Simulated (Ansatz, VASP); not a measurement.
# Two plane-wave programs on Mg2NCl

```
CELL_PARAMETERS angstrom
1.57763 0.91085 5.70283
-1.57763 0.91085 5.70283
0.00000 -1.82169 5.70283
ATOMIC_POSITIONS crystal
Mg 0.22282 0.22282 0.22282
Mg 0.77719 0.77719 0.77719
N 0.50000 0.50000 0.50000
Cl 0.00000 0.00000 0.00000
```

Change from the starting cell: strain -0.050 along x and y, -0.050 along z, atoms carried along.

Alike in both runs: task single point; functional LDA; k mesh 9 × 9 × 9; occupations gaussian, width 0.05 eV; no spin polarisation.

```csv
,VASP,Ansatz
version,VASP 6.6.1,Ansatz 0.2.0
potentials or method,"VASP PAW LDA potentials, release 64 (Mg, N, Cl), cutoff 520 eV","scalar-relativistic, plane waves, PAW"
valence electrons in the cell,16,32
```

|  | VASP | Ansatz | Ansatz less VASP |
| --- | --- | --- | --- |
| gap on the k mesh at the Fermi level (eV) | 3.27 | 3.29 | +0.020 |
| least direct gap on the mesh (eV) | 3.27 | 3.29 | +0.020 |
| pressure (GPa) | 9.7 | 10.4 | +0.70 |
| traceless stress, the component that is largest in VASP (GPa) | -1.66 | -1.56 | +0.101 |
| rms of the force components (eV/Å) | 0.232 | 0.243 | +0.0112 |

LDA's correlation is that of Perdew and Zunger in VASP and of Perdew and Wang (1992) in Ansatz. Atom by atom the forces differ by 0.011 eV/Å (rms over components). VASP's potentials hold 16 valence electrons a cell and Ansatz's 32, so a difference there can come from the potentials and not from the codes.
